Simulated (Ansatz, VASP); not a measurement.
**Two plane-wave programs on ZrTi5C6**

```
CELL_PARAMETERS angstrom
3.12392 0.00000 0.00000
0.00000 3.12392 0.00000
0.00000 0.00000 13.17987
ATOMIC_POSITIONS crystal
Zr 0.50000 0.50000 0.00000
Ti 0.00000 0.00000 0.82515
Ti 0.00000 0.00000 0.17485
Ti 0.50000 0.50000 0.33736
Ti 0.00000 0.00000 0.50000
Ti 0.50000 0.50000 0.66264
C 0.00000 0.00000 0.00000
C 0.50000 0.50000 0.17543
C 0.00000 0.00000 0.33669
C 0.50000 0.50000 0.50000
C 0.00000 0.00000 0.66331
C 0.50000 0.50000 0.82457
```

Alike in both runs: functional PBE; k mesh 12 × 12 × 4; occupations gaussian, width 0.1 eV; no spin polarisation.

Ansatz relaxed the structure, and its values are those at the end. VASP's run is a single point on that final structure, the one shown.

|  | VASP | Ansatz |
| --- | --- | --- |
| version | VASP 6.6.1 | Ansatz 0.2.0 |
| potentials or method | VASP PAW PBE potentials, release 64 (Zr_sv, Ti_sv, C), cutoff 520 eV | scalar-relativistic, plane waves, PAW |
| valence electrons in the cell | 96 | 96 |

VASP gave:

- gap on the k mesh at the Fermi level (eV): none
- pressure (GPa): 0.2

Problem. Which values does Ansatz return?

Solution. gap on the k mesh at the Fermi level (eV): none; pressure (GPa): 0.0.

A gap of «none» marks a metal or a gap that the smearing closes.
